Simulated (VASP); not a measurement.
A run of VASP 6.6.1 is set up as follows.

INCAR

```
SYSTEM = GeSb3Te
ALGO = Normal
EDIFF = 1E-6
ENCUT = 520
GGA = PE
ISIF = 2
ISMEAR = 0
LASPH = .True.
LCHARG = .True.
LELF = .True.
LREAL = .False.
LVHAR = .True.
LWAVE = .False.
NBANDS = 26
NELM = 80
PREC = Accurate
SIGMA = 0.1
```

File KPOINTS:

```
k-points
0
Gamma
  4 4 4
  0 0 0
```

POSCAR

```
GeSb3Te
1.0
    5.2134419400      0.0000000000      0.0000000000
    0.0000000000      5.2134419400      0.0000000000
    0.0000000000      0.0000000000      5.2134419400
Ge Sb Te
1 3 1
Direct
    0.0000000000      0.0000000000      0.0000000000
    0.0000000000      0.5000000000      0.5000000000
    0.5000000000      0.0000000000      0.5000000000
    0.5000000000      0.5000000000      0.0000000000
    0.5000000000      0.5000000000      0.5000000000
```

Potentials or basis: VASP PAW PBE potentials, release 64 (Ge_d, Sb, Te).

Launch:

```bash
$ cat potpaw_PBE.64/Ge_d/POTCAR potpaw_PBE.64/Sb/POTCAR potpaw_PBE.64/Te/POTCAR > POTCAR
$ mpirun -np 1 vasp_std > vasp.out
```

(1) Predict the band gap on the k mesh.

(2) Estimate the pressure.

## Answers

(1) zero (an odd number of electrons rules out a gap without spin polarisation).

(2) 18.1 GPa.

Caveat: the cell stands under pressure; spin-orbit coupling is left out, which moves the levels of the heavy elements.
